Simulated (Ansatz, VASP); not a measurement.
**C in VASP and in Ansatz**

Contents of POSCAR:

```
C
1.0
    0.0000000000      1.7801241425      1.7979253840
    1.7801241425      0.0000000000      1.7979253840
    1.7801241425      1.7801241425      0.0000000000
C
2
Direct
    0.0000000000      0.0000000000      0.0000000000
    0.2500000000      0.2500000000      0.2500000000
```

Contents of INCAR.step1:

```
PREC     = Accurate       # precision mode
ENCUT    = 520            # plane-wave cutoff, eV
EDIFF    = 1E-5           # SCF threshold, eV
ISMEAR   = 0              # smearing method
SIGMA    = 0.01           # smearing width, eV
LREAL    = False          # projectors in reciprocal space
LASPH    = True           # aspherical terms in the spheres
NELM     = 80             # most SCF steps
ALGO     = Normal         # electronic algorithm
ISIF     = 2              # what is computed and relaxed
LWAVE    = True           # write WAVECAR
NBANDS   = 11             # bands
GGA      = PE             # functional
```

File INCAR.step2:

```
PREC     = Accurate       # precision mode
ENCUT    = 520            # plane-wave cutoff, eV
EDIFF    = 1E-6           # SCF threshold, eV
ISMEAR   = 0              # smearing method
SIGMA    = 0.01           # smearing width, eV
LREAL    = False          # projectors in reciprocal space
LASPH    = True           # aspherical terms in the spheres
NELM     = 80             # most SCF steps
ALGO     = Normal         # electronic algorithm
ISIF     = 2              # what is computed and relaxed
LWAVE    = False          # write WAVECAR
LCHARG   = True           # write CHGCAR
GGA      = PE             # functional
LHFCALC  = True           # exact exchange
HFSCREEN = 0.2079         # screening, 1/A
PRECFOCK = Normal       
LELF     = True           # ELF
LVHAR    = True         
NBANDS   = 11             # bands
ISTART   = 1
```

File KPOINTS:

```
regular mesh
0
Gamma
  8 8 8
```

Input for Ansatz:

```yaml
crystal:
  lattice:
    - [0.0, 1.7801241425, 1.797925384]
    - [1.7801241425, 0.0, 1.797925384]
    - [1.7801241425, 1.7801241425, 0.0]
  atoms:
    - { symbol: C, position: [0.0, 0.0, 0.0] }
    - { symbol: C, position: [0.25, 0.25, 0.25] }
kpoints:
  mp_grid: { grid: [8, 8, 8] }
  band_path:
    path:
      - [0.0, 0.0, 0.0]
      - [0.5, 0.0, 0.5]
      - [0.625, 0.25, 0.625]
      - [0.375, 0.375, 0.75]
      - [0.5, 0.5, 0.5]
      - [0.5, 0.25, 0.75]
      - [0.0, 0.363281, 0.363281]
    npoints: 1
hamiltonian:
  xc: hse06
scf:
  occupations: { method: fixed }
  n_extra_bands: 4
output:
  forces: true
  stress: true
  eigenvalues: true
```

Change from the starting cell: uniaxial_z strain +1.0%.

Alike in both runs: task single point; functional HSE06; k mesh 8 × 8 × 8; no spin polarisation.

|  | VASP | Ansatz |
| --- | --- | --- |
| version | VASP 6.6.1 | Ansatz 0.2.0 |
| potentials or method | VASP PAW PBE potentials, release 64 (C) | plane waves, PAW |
| plane-wave cutoff (eV) | 520 | 420 |
| occupations | gaussian, width 0.01 eV | fixed |
| valence electrons in the cell | 8 | 8 |

|  | VASP | Ansatz | Ansatz less VASP |
| --- | --- | --- | --- |
| gap on the k mesh at the Fermi level (eV) | 5.13 | 5.14 | +0.008 |
| pressure (GPa) | -9.3 | -10.1 | -0.84 |
| traceless stress, the component that is largest in VASP (GPa) | -6.54 | -6.54 | -0.001 |

Ansatz's warnings: stress exchange threshold loose, stress scf threshold loose.
